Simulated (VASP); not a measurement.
# BP (I-4m2) in VASP: notebook

BP is run at these levels: PBE; tasks: single point.

All numbers are computed with VASP 6.6.1; they aren't measurements. Logs are shortened: lines on timing, memory, paths and dates and some standing lists are left out, and cuts for length are marked.

## 1. The cell of the first run

Symmetry: I-4m2, No. 119, tetragonal system. The conventional cell has a = 3.216 Å, b = 3.216 Å, c = 4.503 Å, α = 90.00°, β = 90.00°, γ = 90.00°. Within 2.6 Å of B (site symmetry -4m2) lie 4 P at 1.96 Å. P (site symmetry -4m2) has 4 B at 1.96 Å within 2.6 Å.

## 2. Single point, PBE (strain -0.0100 x Voigt [0, 1, 0, 0, 0, 0])

Contents of INCAR:

```
SYSTEM = BP
PREC = Accurate
ENCUT = 520
EDIFF = 1E-6
ISMEAR = 0
SIGMA = 0.05
LREAL = .False.
LASPH = .True.
NELM = 100
ALGO = Normal
ISIF = 2
LWAVE = .False.
LCHARG = .False.
GGA = PE
NBANDS = 11
```

Contents of KPOINTS:

```
regular mesh
0
Gamma
  10 10 10
  0 0 0
```

Contents of POSCAR:

```
BP
1.0
    0.0000000000      2.2514103436      2.2741518622
    2.2741518622      0.0000000000      2.2741518622
    2.2741518622      2.2514103436      0.0000000000
B P
1 1
Direct
    0.0000000000      0.0000000000      0.0000000000
    0.7500000000      0.7500000000      0.7500000000
```

Potentials or basis: VASP PAW PBE potentials, release 64 (B, P).

On the command line:

```console
> cat potpaw_PBE.64/B/POTCAR potpaw_PBE.64/P/POTCAR > POTCAR
> mpirun -np 1 vasp_std > vasp.out
```

OUTCAR:

```text
SYSTEM = BP
   PREC = Accurate
   ENCUT = 520
   EDIFF = 1E-6
   ISMEAR = 0
   LREAL = .False.
   LASPH = .True.
   NELM = 100
   ISIF = 2
   GGA = PE

 ion  position               nearest neighbor table
   1  0.000  0.000  0.000-   2 1.96   2 1.96   2 1.96   2 1.96
   2  0.750  0.750  0.750-   1 1.96   1 1.96   1 1.96   1 1.96

  LATTYP: Found a body centered tetragonal cell.
 ALAT       =     3.2161364064
 C/A-ratio  =     1.4000714268

  Lattice vectors:

 A1 = (   0.0000000000,  -2.2514103436,   2.2741518622)
 A2 = (   0.0000000000,  -2.2514103436,  -2.2741518622)
 A3 = (   2.2741518622,   2.2514103436,   0.0000000000)

Analysis of symmetry for initial positions (statically):
=====================================================================
 Subroutine PRICEL returns:
 Original cell was already a primitive cell.

 Routine SETGRP: Setting up the symmetry group for a
 body centered tetragonal supercell.

 Subroutine GETGRP returns: Found  8 space group operations
 (whereof  8 operations were pure point group operations)
 out of a pool of 16 trial point group operations.

The static configuration has the point symmetry D_2d.

Analysis of symmetry for dynamics (positions and initial velocities):
=====================================================================
 Subroutine PRICEL returns:
 Original cell was already a primitive cell.

 Routine SETGRP: Setting up the symmetry group for a
 body centered tetragonal supercell.

 Subroutine GETGRP returns: Found  8 space group operations
 (whereof  8 operations were pure point group operations)
 out of a pool of 16 trial point group operations.

The dynamic configuration has the point symmetry D_2d.

 Subroutine INISYM returns: Found  8 space group operations
 (whereof  8 operations are pure point group operations),
 and found     1 'primitive' translations

----------------------------------------------------------------------------------------

                                     Primitive cell

  volume of cell :      23.2875

  direct lattice vectors                    reciprocal lattice vectors
     0.000000000  2.251410344  2.274151862    -0.219862186  0.222083016  0.219862186
     2.274151862  0.000000000  2.274151862     0.219862186 -0.222083016  0.219862186
     2.274151862  2.251410344  0.000000000     0.219862186  0.222083016 -0.219862186

  length of vectors
     3.200096128  3.216136406  3.200096128     0.382098977  0.382098977  0.382098977

  position of ions in fractional coordinates (direct lattice)
     0.000000000  0.000000000  0.000000000
     0.750000000  0.750000000  0.750000000

  ion indices of the primitive-cell ions
   primitive index   ion index
                 1           1
                 2           2

----------------------------------------------------------------------------------------

 KPOINTS: regular mesh

Automatic generation of k-mesh.
 Grid dimensions read from file:
 generate k-points for:   10   10   10

 Generating k-lattice:

  Cartesian coordinates                     Fractional coordinates (reciprocal lattice)
    -0.021986219  0.022208302  0.021986219     0.100000000  0.000000000  0.000000000
     0.021986219 -0.022208302  0.021986219     0.000000000  0.100000000  0.000000000
     0.021986219  0.022208302 -0.021986219     0.000000000  0.000000000  0.100000000

  Length of vectors
     0.038209898  0.038209898  0.038209898

  Shift w.r.t. Gamma in fractional coordinates (k-lattice)
     0.000000000  0.000000000  0.000000000

 Subroutine IBZKPT returns following result:
 ===========================================

 Found    102 irreducible k-points:

 Following reciprocal coordinates:
            Coordinates               Weight
  0.000000  0.000000  0.000000      1.000000
  0.100000  0.000000 -0.000000      8.000000
  0.200000  0.000000 -0.000000      8.000000
  0.300000  0.000000  0.000000      8.000000
  0.400000  0.000000 -0.000000      8.000000
  0.500000  0.000000 -0.000000      4.000000
[... 16 lines left out ...]
  0.300000  0.300000  0.000000      4.000000
  0.400000  0.300000 -0.000000     16.000000
 [... further k-points ...]
   k-points           NKPTS =    102   k-points in BZ     NKDIM =    102   number of bands    NBANDS=     11
   number of dos      NEDOS =    301   number of ions     NIONS =      2
   total plane-waves  NPLWV =  13824
   dimension x,y,z NGX =    24 NGY =   24 NGZ =   24
   dimension x,y,z NGXF=    48 NGYF=   48 NGZF=   48
   ions per type =               1   1
   NGX,Y,Z   is equivalent  to a cutoff of  12.47, 12.41, 12.47 a.u.
   NGXF,Y,Z  is equivalent  to a cutoff of  24.94, 24.81, 24.94 a.u.
 SYSTEM =  BP
   PREC   = accura    normal or accurate (medium, high low for compatibility)
   ISTART =      0    job   : 0-new  1-cont  2-samecut
   ICHARG =      2    charge: 1-file 2-atom 10-const
   ISPIN  =      1    spin polarized calculation?
   LNONCOLLINEAR =      F non collinear calculations
   LSORBIT =      F    spin-orbit coupling
   LASPH  =      T    aspherical Exc in radial PAW
   ENCUT  =  520.0 eV  38.22 Ry    6.18 a.u.   5.95  5.98  5.95*2*pi/ulx,y,z
   NELM   =    100;   NELMIN=  2; NELMDL= -5     # of ELM steps
   EDIFF  = 0.1E-05   stopping-criterion for ELM
   LREAL  =      F    real-space projection
   EDIFFG = 0.1E-04   stopping-criterion for IOM
   NSW    =      0    number of steps for IOM
   IBRION =     -1    ionic relax: 0-MD 1-quasi-New 2-CG
   NFREE  =      0    steps in history (QN), initial steepest desc. (CG)
   ISIF   =      2    stress and relaxation
   ISYM   =      2    0-nonsym 1-usesym 2-fastsym
   POTIM  = 0.5000    time-step for ionic-motion
   TEBEG  =    0.0;   TEEND  =   0.0 temperature during run
   PSTRESS=    0.0 pullay stress
   NELECT =       8.0000    total number of electrons
   NUPDOWN=      -1.0000    fix difference up-down
   EMIN   =  10.00;   EMAX   =-10.00  energy-range for DOS
   EFERMI =   0.00;   METHOD = LEGACY
   ISMEAR =     0;   SIGMA  =   0.05  broadening in eV -4-tet -1-fermi 0-gaus
   EFERMI_NEDOS =   21; number of points for ismear=-14 and -15
   IALGO  =     38    algorithm
   IMIX   =      4    mixing-type and parameters
     AMIX     =   0.40;   BMIX     =  1.00
     AMIX_MAG =   1.60;   BMIX_MAG =  1.00
  volume/ion in A,a.u.               =      11.64        78.58
  Fermi-wavevector in a.u.,A,eV,Ry     =   1.146560  2.166685 17.886231  1.314601
  Thomas-Fermi vector in A             =   2.283244
   LORBIT       =      0    0 simple, 1 ext, 2 COOP (PROOUT), +10 PAW based schemes
   GGA     = PE    functional components
   LHFCALC =     F    Hartree Fock is set to
   AEXX    =    0.0000 exact exchange contribution
   IVDW    =     0    specifies the selected vdW correction
   LEPSILON=     F    determine dielectric tensor
   LRPA    =     F    only Hartree local field effects (RPA)
 non-spin polarized calculation
 Gauss-broadening in eV      SIGMA  =   0.05
  energy-cutoff  :      520.00
  volume of cell :       23.29
 maximum number of plane-waves:       638
   NGX = 11   NGY = 11   NGZ = 11

 number of electron       8.0000000 magnetization

 Free energy of the ion-electron system (eV)
  ---------------------------------------------------
  ext. energy  EPLUGINS =         0.00000000
  ---------------------------------------------------
  free energy    TOTEN  =       -12.92859547 eV

  energy without entropy =      -12.92859547  energy(sigma->0) =      -12.92859547

 E-fermi :   7.7645     XC(G=0): -10.9214

 val. band max:        7.5365784781   @ k =   0.0000   0.0000   0.0000
 cond. band min:       8.6202104684   @ k =   0.4000   0.0000   0.4000
 fundamental gap:      1.0836319903
 Fermi energy:         7.7644669042

 k-point     1 :       0.0000    0.0000    0.0000
  band No.  band energies     occupation
      1      -8.0179      2.00000
      2       7.4391      2.00000
      3       7.4391      2.00000
      4       7.5366      2.00000
      5      10.8395      0.00000
      6      10.8966      0.00000
      7      10.8966      0.00000
      8      14.8937      0.00000
      9      19.0062      0.00000
     10      19.4772      0.00000
     11      19.7391      0.00000

 k-point     2 :       0.1000    0.0000   -0.0000
  band No.  band energies     occupation
      1      -7.8373      2.00000
      2       6.1662      2.00000
      3       7.1400      2.00000
      4       7.2131      2.00000
      5      11.2454      0.00000
      6      11.3031      0.00000
      7      11.3422      0.00000
      8      15.4115      0.00000
      9      18.8147      0.00000
     10      19.0283      0.00000
     11      19.5775      0.00000

 k-point     3 :       0.2000    0.0000   -0.0000
  band No.  band energies     occupation
      1      -7.3021      2.00000
      2       3.8208      2.00000
      3       6.5708      2.00000
      4       6.6603      2.00000
      5      11.5107      0.00000
      6      12.0080      0.00000
      7      12.0158      0.00000
      8      16.5754      0.00000
      9      18.2596      0.00000
     10      18.3810      0.00000
     11      20.4415      0.00000

 k-point     4 :       0.3000    0.0000    0.0000
  band No.  band energies     occupation
      1      -6.4424      2.00000
      2       1.4560      2.00000
      3       6.0712      2.00000
      4       6.1797      2.00000
      5      11.4203      0.00000
      6      12.3066      0.00000
      7      12.3725      0.00000
      8      17.4737      0.00000
      9      18.8997      0.00000
     10      18.9016      0.00000
     11      20.7117      0.00000

 k-point     5 :       0.4000    0.0000   -0.0000
  band No.  band energies     occupation
      1      -5.3711      2.00000
      2      -0.5704      2.00000
      3       5.7535      2.00000
      4       5.8763      2.00000
      5      11.3041      0.00000
      6      12.2178      0.00000
      7      12.3217      0.00000
      8      17.6500      0.00000
      9      20.5505      0.00000
     10      20.6427      0.00000
     11      21.6147      0.00000
[... 211 lines left out ...]
 k-point    21 :      -0.3000    0.2000    0.0000
  band No.  band energies     occupation
      1      -5.1406      2.00000
      2       0.4595      2.00000
      3       2.7720      2.00000
      4       5.5825      2.00000
      5      11.4140      0.00000
      6      13.6088      0.00000
      7      14.3820      0.00000
      8      16.8132      0.00000
      9      17.8755      0.00000
     10      20.2204      0.00000
     11      24.4501      0.00000

 k-point    22 :      -0.2000    0.2000    0.0000
  band No.  band energies     occupation
      1      -6.1446      2.00000
      2       2.2000      2.00000
      3       3.2633      2.00000
      4       6.2580      2.00000
      5      11.9933      0.00000
      6      12.7872      0.00000
      7      13.8429      0.00000
      8      15.8212      0.00000
      9      16.9993      0.00000
     10      21.1417      0.00000
     11      23.3464      0.00000

 k-point    23 :       0.3000    0.3000    0.0000
  band No.  band energies     occupation
      1      -5.9109      2.00000
      2       2.5968      2.00000
      3       4.2563      2.00000
      4       4.2863      2.00000
      5       9.0344      0.00000
      6      11.3932      0.00000
      7      16.2374      0.00000
      8      16.4707      0.00000
      9      20.5190      0.00000
     10      21.9215      0.00000
     11      24.0125      0.00000

 k-point    24 :       0.4000    0.3000   -0.0000
  band No.  band energies     occupation
      1      -5.0872      2.00000
      2       1.2782      2.00000
      3       3.4245      2.00000
      4       3.9788      2.00000
      5       9.3230      0.00000
      6      11.1252      0.00000
      7      16.8488      0.00000
      8      17.1051      0.00000
      9      21.4594      0.00000
     10      22.7802      0.00000
     11      24.5386      0.00000

 [... further k-points ...]

------------------------ aborting loop because EDIFF is reached ----------------------------------------

  FORCE on cell =-STRESS in cart. coord.  units (eV):
  Direction    XX          YY          ZZ          XY          YZ          ZX
  --------------------------------------------------------------------------------------
  -------------------------------------------------------------------------------------
  Total        0.0784410      0.4656775      0.0784410      0.0000000     -0.0000000      0.0000000
  in kB        5.3967255     32.0385095      5.3967255      0.0000000     -0.0000000      0.0000000
  external PRESSURE =      14.2773202 kB  Pullay stress =       0.0000000 kB

 VOLUME and BASIS-vectors are now :
 -----------------------------------------------------------------------------
  energy-cutoff  :      520.00
  volume of cell :       23.29
      direct lattice vectors                 reciprocal lattice vectors
     0.000000000  2.251410344  2.274151862    -0.219862186  0.222083016  0.219862186
     2.274151862  0.000000000  2.274151862     0.219862186 -0.222083016  0.219862186
     2.274151862  2.251410344  0.000000000     0.219862186  0.222083016 -0.219862186

 POSITION                                       TOTAL-FORCE (eV/Angst)
 -----------------------------------------------------------------------------------
      0.00000      0.00000      0.00000        -0.000000     -0.000000     -0.000000
      3.41123      3.37712      3.41123         0.000000      0.000000      0.000000
 -----------------------------------------------------------------------------------
    total drift:                               -0.000000     -0.000000     -0.000000

  FREE ENERGIE OF THE ION-ELECTRON SYSTEM (eV)
  ---------------------------------------------------
  free  energy   TOTEN  =       -12.9285954727 eV

  energy  without entropy=      -12.9285954727  energy(sigma->0) =      -12.92859547
```

Run time: 6.3 s. Hardware: 1 thread of Intel Xeon 6975P-C (Granite Rapids), shared host; peak memory 0.14 GiB.

What came out:

```
Free energy            : -12.9286 eV
Pressure               : 1.4 GPa
Band gap on the k mesh : 1.08 eV, indirect (least direct gap 3.30 eV)
```

Caveat: the cell differs from its parent crystal (strain -0.0100 x Voigt [0, 1, 0, 0, 0, 0]). A k mesh can miss the band edges.

## 3. Single point, PBE (strain +0.0100 x Voigt [0, 1, 0, 0, 0, 0])

Contents of INCAR:

```
PREC = Accurate
ENCUT = 520
EDIFF = 1E-6
ISMEAR = 0
SIGMA = 0.05
LREAL = False
LASPH = True
NELM = 100
ALGO = Normal
ISIF = 2
LWAVE = False
LCHARG = False
GGA = PE
NBANDS = 11
```

Contents of KPOINTS:

```
regular mesh
0
Gamma
  10 10 10
```

Contents of POSCAR:

```
BP
1.0
    0.0000000000      2.2968933808      2.2741518622
    2.2741518622      0.0000000000      2.2741518622
    2.2741518622      2.2968933808      0.0000000000
B P
1 1
Direct
    0.0000000000      0.0000000000      0.0000000000
    0.7500000000      0.7500000000      0.7500000000
```

Potentials or basis: VASP PAW PBE potentials, release 64 (B, P).

On the command line:

```console
> cat potpaw_PBE.64/B/POTCAR potpaw_PBE.64/P/POTCAR > POTCAR
> mpirun -np 1 vasp_std > vasp.out
```

Run time: 7 s. Hardware: 1 thread of Intel Xeon 6975P-C (Granite Rapids), shared host; peak memory 0.14 GiB.

Results (log left out):

| Property | Result |
| --- | --- |
| Free energy | -12.9282 eV |
| Pressure | -1.8 GPa |
| Band gap on the k mesh | 1.19 eV, indirect (least direct gap 3.33 eV) |

Stress tensor (GPa, compression positive):
```
-0.90  0.00  0.00
 0.00 -3.57  0.00
 0.00  0.00 -0.90
```

Levels at points of the mesh, in eV from the valence-band top:
| k point | band 1 | band 2 | band 3 | band 4 | band 5 | band 6 | band 7 | band 8 | band 9 |
| --- | --- | --- | --- | --- | --- | --- | --- | --- | --- |
| (0.00, 0.00, 0.00) | -15.34 | -0.10 | 0.00 | 0.00 | 3.33 | 3.33 | 3.38 | 7.09 | 11.37 |
| (0.50, 0.00, 0.00) | -12.08 | -8.95 | -1.83 | -1.71 | 3.64 | 4.64 | 4.72 | 10.04 | 14.43 |
| (0.50, 0.50, 0.00) | -10.55 | -8.50 | -4.13 | -4.11 | 1.30 | 1.60 | 11.83 | 12.03 | 15.02 |
| (0.50, 0.00, 0.50) | -10.64 | -8.59 | -4.02 | -4.02 | 1.41 | 1.73 | 11.94 | 11.94 | 14.93 |

Caveat: the cell differs from its parent crystal (strain +0.0100 x Voigt [0, 1, 0, 0, 0, 0]).

(Part 1 of 2 ends here.)
